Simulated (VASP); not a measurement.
# Mg3S2O (P6/mmm) in VASP: notebook

Runs on Mg3S2O. Level: PBE. Tasks: relaxation of cell and atoms, single point.

All numbers are computed with VASP 6.6.1; they aren't measurements. Logs are shortened: lines on timing, memory, paths and dates and some standing lists are left out, and cuts for length are marked.

## 1. The cell of the first run

The structure is hexagonal, space group P6/mmm (No. 191). The conventional cell has a = 4.534 Å, b = 4.534 Å, c = 7.407 Å, α = 90.00°, β = 90.00°, γ = 120.00°. Mg (site symmetry 6/mmm) has 6 Mg at 2.62 Å within 3.5 Å. Within 3.5 Å of Mg (site symmetry -6m2) lie 6 Mg at 2.62 Å. S (site symmetry -6m2) has 3 O at 2.62 Å and 3 S at 2.62 Å within 3.5 Å. Within 3.5 Å of O (site symmetry 6/mmm) lie 6 S at 2.62 Å.

The cell was generated, and may not be a known phase.

## 2. Relaxation of cell and atoms, PBE

INCAR

```
SYSTEM = Mg3S2O
  PREC = Accurate
  ENCUT = 600
  EDIFF = 1E-7
  ISMEAR = 0
  SIGMA = 0.1
  LREAL = .FALSE.
  LASPH = .TRUE.
  NELM = 60
  ALGO = Normal
  ISIF = 3
  LWAVE = .FALSE.
  LCHARG = .FALSE.
  GGA = PE
  IBRION = 2
  NSW = 90
  EDIFFG = -0.04
```

KPOINTS

```
Automatic mesh
0
G
  6 6 4
  0 0 0
```

POSCAR

```
Mg3S2O
1.0
    4.5341261500      0.0000000000      0.0000000000
   -2.2670630700      3.9266684300      0.0000000000
    0.0000000000      0.0000000000      7.4067125700
Mg S O
3 2 1
Direct
    0.0000000000      0.0000000000      0.0000000000
    0.3333333300      0.6666666700      0.0000000000
    0.6666666700      0.3333333300      0.0000000000
    0.3333333300      0.6666666700      0.5000000000
    0.6666666700      0.3333333300      0.5000000000
    0.0000000000      0.0000000000      0.5000000000
```

Potentials or basis: VASP PAW PBE potentials, release 64 (Mg, S, O).

Command:

```
$ cat potpaw_PBE.64/Mg/POTCAR potpaw_PBE.64/S/POTCAR potpaw_PBE.64/O/POTCAR > POTCAR
$ mpirun -np 1 vasp_std > vasp.out
```

OUTCAR:

```text
SYSTEM = Mg3S2O
   PREC = Accurate
   ENCUT = 600
   EDIFF = 1E-7
   ISMEAR = 0
   LREAL = .FALSE.
   LASPH = .TRUE.
   NELM = 60
   ISIF = 3
   GGA = PE
   IBRION = 2
   NSW = 90
   EDIFFG = -0.04

 ion  position               nearest neighbor table
   1  0.000  0.000  0.000-   2 2.62   3 2.62   2 2.62   3 2.62   3 2.62   2 2.62
   2  0.333  0.667  0.000-   1 2.62   3 2.62   3 2.62   1 2.62   1 2.62   3 2.62
   3  0.667  0.333  0.000-   1 2.62   2 2.62   2 2.62   1 2.62   1 2.62   2 2.62
   4  0.333  0.667  0.500-   5 2.62   5 2.62   5 2.62
   5  0.667  0.333  0.500-   4 2.62   4 2.62   4 2.62
   6  0.000  0.000  0.500-

  LATTYP: Found a hexagonal cell.
 ALAT       =     4.5341261500
 C/A-ratio  =     1.6335479704

  Lattice vectors:

 A1 = (   4.5341261500,   0.0000000000,   0.0000000000)
 A2 = (  -2.2670630700,   3.9266684300,   0.0000000000)
 A3 = (   0.0000000000,   0.0000000000,   7.4067125700)

Analysis of symmetry for initial positions (statically):
=====================================================================
 Subroutine PRICEL returns:
 Original cell was already a primitive cell.

 Routine SETGRP: Setting up the symmetry group for a
 hexagonal supercell.

 Subroutine GETGRP returns: Found 24 space group operations
 (whereof 24 operations were pure point group operations)
 out of a pool of 24 trial point group operations.

The static configuration has the point symmetry D_6h.

Analysis of symmetry for dynamics (positions and initial velocities):
=====================================================================
 Subroutine PRICEL returns:
 Original cell was already a primitive cell.

 Routine SETGRP: Setting up the symmetry group for a
 hexagonal supercell.

 Subroutine GETGRP returns: Found 24 space group operations
 (whereof 24 operations were pure point group operations)
 out of a pool of 24 trial point group operations.

The dynamic configuration has the point symmetry D_6h.

 Subroutine INISYM returns: Found 24 space group operations
 (whereof 24 operations are pure point group operations),
 and found     1 'primitive' translations

----------------------------------------------------------------------------------------

                                     Primitive cell

  volume of cell :     131.8692

  direct lattice vectors                    reciprocal lattice vectors
     4.534126150  0.000000000  0.000000000     0.220549664  0.127334408  0.000000000
    -2.267063070  3.926668430  0.000000000     0.000000000  0.254668816  0.000000000
     0.000000000  0.000000000  7.406712570     0.000000000  0.000000000  0.135012665

  length of vectors
     4.534126150  4.534126148  7.406712570     0.254668816  0.254668816  0.135012665

  position of ions in fractional coordinates (direct lattice)
     0.000000000  0.000000000  0.000000000
     0.333333330  0.666666670  0.000000000
     0.666666670  0.333333330  0.000000000
     0.333333330  0.666666670  0.500000000
     0.666666670  0.333333330  0.500000000
     0.000000000  0.000000000  0.500000000

  ion indices of the primitive-cell ions
   primitive index   ion index
                 1           1
                 2           2
                 3           3
                 4           4
                 5           5
                 6           6

----------------------------------------------------------------------------------------

 KPOINTS: Automatic mesh

Automatic generation of k-mesh.
 Grid dimensions read from file:
 generate k-points for:    6    6    4

 Generating k-lattice:

  Cartesian coordinates                     Fractional coordinates (reciprocal lattice)
     0.036758277  0.021222401  0.000000000     0.166666667  0.000000000  0.000000000
     0.000000000  0.042444803  0.000000000     0.000000000  0.166666667  0.000000000
     0.000000000  0.000000000  0.033753166     0.000000000  0.000000000  0.250000000

  Length of vectors
     0.042444803  0.042444803  0.033753166

  Shift w.r.t. Gamma in fractional coordinates (k-lattice)
     0.000000000  0.000000000  0.000000000

 Subroutine IBZKPT returns following result:
 ===========================================

 Found     21 irreducible k-points:

 Following reciprocal coordinates:
            Coordinates               Weight
  0.000000  0.000000  0.000000      1.000000
  0.166667  0.000000  0.000000      6.000000
  0.333333 -0.000000  0.000000      6.000000
  0.500000  0.000000  0.000000      3.000000
  0.166667  0.166667  0.000000      6.000000
  0.333333  0.166667  0.000000     12.000000
[... 13 lines left out ...]
  0.333333  0.166667  0.500000     12.000000
  0.333333  0.333333  0.500000      2.000000
   k-points           NKPTS =     21   k-points in BZ     NKDIM =     21   number of bands    NBANDS=     16
   number of dos      NEDOS =    301   number of ions     NIONS =      6
   total plane-waves  NPLWV =  77760
   dimension x,y,z NGX =    36 NGY =   36 NGZ =   60
   dimension x,y,z NGXF=    72 NGYF=   72 NGZF=  120
   ions per type =               3   2   1
   NGX,Y,Z   is equivalent  to a cutoff of  13.20, 13.20, 13.47 a.u.
   NGXF,Y,Z  is equivalent  to a cutoff of  26.40, 26.40, 26.93 a.u.
 SYSTEM =  Mg3S2O
   PREC   = accura    normal or accurate (medium, high low for compatibility)
   ISTART =      0    job   : 0-new  1-cont  2-samecut
   ICHARG =      2    charge: 1-file 2-atom 10-const
   ISPIN  =      1    spin polarized calculation?
   LNONCOLLINEAR =      F non collinear calculations
   LSORBIT =      F    spin-orbit coupling
   LASPH  =      T    aspherical Exc in radial PAW
   ENCUT  =  600.0 eV  44.10 Ry    6.64 a.u.   9.06  9.06 14.79*2*pi/ulx,y,z
   NELM   =     60;   NELMIN=  2; NELMDL= -5     # of ELM steps
   EDIFF  = 0.1E-06   stopping-criterion for ELM
   LREAL  =      F    real-space projection
   EDIFFG = -.4E-01   stopping-criterion for IOM
   NSW    =     90    number of steps for IOM
   IBRION =      2    ionic relax: 0-MD 1-quasi-New 2-CG
   NFREE  =      1    steps in history (QN), initial steepest desc. (CG)
   ISIF   =      3    stress and relaxation
   ISYM   =      2    0-nonsym 1-usesym 2-fastsym
   POTIM  = 0.5000    time-step for ionic-motion
   TEBEG  =    0.0;   TEEND  =   0.0 temperature during run
   PSTRESS=    0.0 pullay stress
   NELECT =      24.0000    total number of electrons
   NUPDOWN=      -1.0000    fix difference up-down
   EMIN   =  10.00;   EMAX   =-10.00  energy-range for DOS
   EFERMI =   0.00;   METHOD = LEGACY
   ISMEAR =     0;   SIGMA  =   0.10  broadening in eV -4-tet -1-fermi 0-gaus
   EFERMI_NEDOS =   21; number of points for ismear=-14 and -15
   IALGO  =     38    algorithm
   IMIX   =      4    mixing-type and parameters
     AMIX     =   0.40;   BMIX     =  1.00
     AMIX_MAG =   1.60;   BMIX_MAG =  1.00
  volume/ion in A,a.u.               =      21.98       148.32
  Fermi-wavevector in a.u.,A,eV,Ry     =   0.927750  1.753193 11.710799  0.860719
  Thomas-Fermi vector in A             =   2.053853
   LORBIT       =      0    0 simple, 1 ext, 2 COOP (PROOUT), +10 PAW based schemes
   GGA     = PE    functional components
   LHFCALC =     F    Hartree Fock is set to
   AEXX    =    0.0000 exact exchange contribution
   IVDW    =     0    specifies the selected vdW correction
   LEPSILON=     F    determine dielectric tensor
   LRPA    =     F    only Hartree local field effects (RPA)
 conjugate gradient relaxation of ions
 non-spin polarized calculation
 Gauss-broadening in eV      SIGMA  =   0.10
  energy-cutoff  :      600.00
  volume of cell :      131.87
 maximum number of plane-waves:      4437
   NGX = 19   NGY = 19   NGZ = 29

--------------------------------------- Ionic step        1  -------------------------------------------

 number of electron      24.0000003 magnetization

 Free energy of the ion-electron system (eV)
  ---------------------------------------------------
  ext. energy  EPLUGINS =         0.00000000
  ---------------------------------------------------
  free energy    TOTEN  =       -11.85611292 eV

  energy without entropy =      -11.84319141  energy(sigma->0) =      -11.84965217

------------------------ aborting loop because EDIFF is reached ----------------------------------------

  FORCE on cell =-STRESS in cart. coord.  units (eV):
  Direction    XX          YY          ZZ          XY          YZ          ZX
  --------------------------------------------------------------------------------------
  -------------------------------------------------------------------------------------
  Total        8.4794735      8.4794735     -7.7577767      0.0000000     -0.0000000      0.0000000
  in kB      103.0234646    103.0234646    -94.2550297      0.0000001     -0.0000000      0.0000000
  external PRESSURE =      37.2639665 kB  Pullay stress =       0.0000000 kB
[... 101 lines left out ...]
  FREE ENERGIE OF THE ION-ELECTRON SYSTEM (eV)
  ---------------------------------------------------
  free  energy   TOTEN  =       -13.3018380161 eV

  energy  without entropy=      -13.2659468922  energy(sigma->0) =      -13.28389245

 E-fermi :   6.2940     XC(G=0): -10.3868

 val. band max:        6.0978920653   @ k =   0.0000   0.0000   0.0000
 cond. band min:       6.5129829688   @ k =   0.5000   0.0000   0.5000
 fundamental gap:      0.4150909035
 Fermi energy:         6.2939837941

 k-point     1 :       0.0000    0.0000    0.0000
  band No.  band energies     occupation
      1     -11.2350      2.00000
      2      -8.4427      2.00000
      3      -6.7577      2.00000
      4       0.6106      2.00000
      5       0.6106      2.00000
      6       1.7611      2.00000
[... 376 lines left out ...]
      3      -6.1446      2.00000
      4       0.8209      2.00000
      5       0.8209      2.00000
      6       1.2565      2.00000
[... 8 lines left out ...]
     15       8.4174      0.00000
     16      12.6335      0.00000

 E-fermi :  -0.2443     XC(G=0):  -6.7513

 val. band max:       -0.3130335710   @ k =   0.0000   0.0000   0.0000
 cond. band min:       0.0677801175   @ k =   0.1667   0.0000   0.0000
 fundamental gap:      0.3808136885
 Fermi energy:        -0.2443006126

 k-point     1 :       0.0000    0.0000    0.0000
  band No.  band energies     occupation
      1     -15.6505      2.00000
      2     -12.1055      2.00000
      3     -11.9177      2.00000
      4      -3.0913      2.00000
      5      -2.8985      2.00000
      6      -2.3361      2.00000
[... 376 lines left out ...]
      3     -11.6994      2.00000
      4      -4.6141      2.00000
      5      -4.6141      2.00000
      6      -3.2901      2.00000
[... 8 lines left out ...]
     15       1.9762      0.00000
     16       4.2589      0.00000

[... ionic steps 4 to 22 ...]

--------------------------------------- Ionic step       23  -------------------------------------------

 number of electron      23.9999999 magnetization

------------------------ aborting loop because EDIFF is reached ----------------------------------------
[... 75 lines left out ...]
--------------------------------------- Ionic step       25  -------------------------------------------

 number of electron      23.9999995 magnetization

 Free energy of the ion-electron system (eV)
  ---------------------------------------------------
  ext. energy  EPLUGINS =         0.00000000
  ---------------------------------------------------
  free energy    TOTEN  =       -18.72922532 eV

  energy without entropy =      -18.72449658  energy(sigma->0) =      -18.72686095

 E-fermi :   0.6482     XC(G=0):  -7.4734

 val. band max:        0.5903606274   @ k =   0.0000   0.0000   0.5000
 cond. band min:       0.7266783165   @ k =   0.1667   0.0000   0.0000
 fundamental gap:      0.1363176891
 Fermi energy:         0.6481938447

 k-point     1 :       0.0000    0.0000    0.0000
  band No.  band energies     occupation
      1     -14.7572      2.00000
      2     -11.4237      2.00000
      3     -11.0496      2.00000
      4      -2.4468      2.00000
      5      -2.0596      2.00000
      6      -1.7631      2.00000
[... 421 lines left out ...]
  FREE ENERGIE OF THE ION-ELECTRON SYSTEM (eV)
  ---------------------------------------------------
  free  energy   TOTEN  =       -18.7292253195 eV

  energy  without entropy=      -18.7244965838  energy(sigma->0) =      -18.72686095

 reached required accuracy - stopping structural energy minimisation
```

Run time: 27 min. Hardware: 1 thread of Intel Xeon Platinum 8175M at 2.50GHz (Skylake/Cascade Lake), shared host; peak memory 0.32 GiB.

Results:

```yaml
Free_energy: -18.7292 eV
Relaxed_volume: 26.66 Å³/atom
Relaxed_cell: a = 6.611 Å, b = 6.611 Å, c = 4.226 Å, α = 90.00°, β = 90.00°, γ = 120.00°
Space_group_after_relaxing_to_0.1_Å: P6/mmm (No. 191)
Pressure_after_relaxing: 0.0 GPa
Band_gap_on_the_k_mesh: zero (bands 12 and 13 overlap by 0.09 eV)
```

Final structure:
```xyz
6
Lattice="6.6113 0.0000 0.0000 -3.3056 5.7256 0.0000 0.0000 0.0000 4.2258" Properties=species:S:1:pos:R:3 pbc="T T T"
Mg    0.0000    0.0000    0.0000
Mg    0.0000    3.8170    0.0000
Mg    3.3056    1.9085    0.0000
S     0.0000    3.8170    2.1129
S     3.3056    1.9085    2.1129
O     0.0000    0.0000    2.1129
```

Caveat: the volume moved by over 15 % at a fixed basis, so the end points are rough; semilocal functionals underestimate gaps, and a narrow one can read as zero.

## 3. Single point, PBE, collinear spin, ferromagnetic start

INCAR

```
  PREC = Accurate
  ENCUT = 520
  EDIFF = 1E-7
  ISMEAR = 0
  SIGMA = 0.1
  LREAL = False
  LASPH = True
  NELM = 150
  ALGO = Normal
  ISIF = 2
  LWAVE = False
  LCHARG = False
  ISPIN = 2
  MAGMOM = 0 0 0 0 0 1
  LORBIT = 11
  GGA = PE
  NBANDS = 25
```

KPOINTS

```
Automatic mesh
0
Gamma
  6 6 4
```

POSCAR is that of step 2.

Potentials or basis: VASP PAW PBE potentials, release 64 (Mg, S, O).

Command:

```
$ cat potpaw_PBE.64/Mg/POTCAR potpaw_PBE.64/S/POTCAR potpaw_PBE.64/O/POTCAR > POTCAR
$ mpirun -np 1 vasp_std > vasp.out
```

It took 3.8 min on 1 thread of Intel Xeon Platinum 8175M at 2.50GHz (Skylake/Cascade Lake), shared host; peak memory 0.36 GiB.

Results (log left out):

```yaml
Free_energy: -11.8550 eV
Pressure: 3.7 GPa
Band_gap_on_the_k_mesh: zero (filled and empty bands overlap)
Net_moment: 0.00 μB per cell
Valence_electrons_inside_the_program's_atomic_spheres: Mg 0.47; S 3.43; O 4.71
```

Stress tensor (GPa, compression positive):
```
10.31  0.00  0.00
 0.00 10.31  0.00
 0.00  0.00 -9.43
```

Levels at points of the mesh, in eV from the Fermi level:
Spin up:
| k point | band 8 | band 9 | band 10 | band 11 | band 12 | band 13 | band 14 | band 15 | band 16 | band 17 |
| --- | --- | --- | --- | --- | --- | --- | --- | --- | --- | --- |
| (0.00, 0.00, 0.00) | -2.84 | -2.84 | -0.13 | 0.18 | 0.81 | 1.91 | 1.91 | 1.93 | 1.93 | 3.04 |
| (0.50, 0.00, 0.00) | -1.83 | -1.81 | -1.13 | -0.43 | -0.10 | 0.10 | 1.49 | 1.79 | 2.11 | 2.50 |
| (0.00, 0.00, 0.50) | -2.84 | -2.84 | -0.49 | -0.13 | 0.16 | 1.88 | 1.88 | 1.90 | 1.90 | 3.02 |
| (0.50, 0.00, 0.50) | -1.75 | -1.36 | -1.13 | -0.50 | -0.13 | 0.09 | 1.47 | 1.70 | 1.84 | 2.03 |
Spin down:
| k point | band 9 | band 10 | band 11 | band 12 | band 13 | band 14 | band 15 | band 16 |
| --- | --- | --- | --- | --- | --- | --- | --- | --- |
| (0.00, 0.00, 0.00) | -2.85 | -0.14 | 0.18 | 0.81 | 1.91 | 1.91 | 1.93 | 1.93 |
| (0.50, 0.00, 0.00) | -1.81 | -1.14 | -0.43 | -0.10 | 0.09 | 1.49 | 1.79 | 2.11 |
| (0.00, 0.00, 0.50) | -2.84 | -0.49 | -0.13 | 0.16 | 1.88 | 1.88 | 1.90 | 1.90 |
| (0.50, 0.00, 0.50) | -1.37 | -1.14 | -0.50 | -0.13 | 0.07 | 1.46 | 1.70 | 1.85 |

Caveat: the stress differs along the axes, from -9 to 10 GPa.

[end of part 1 of 2]

The gap in the log of VASP goes by the Fermi energy; the results here count the filled bands.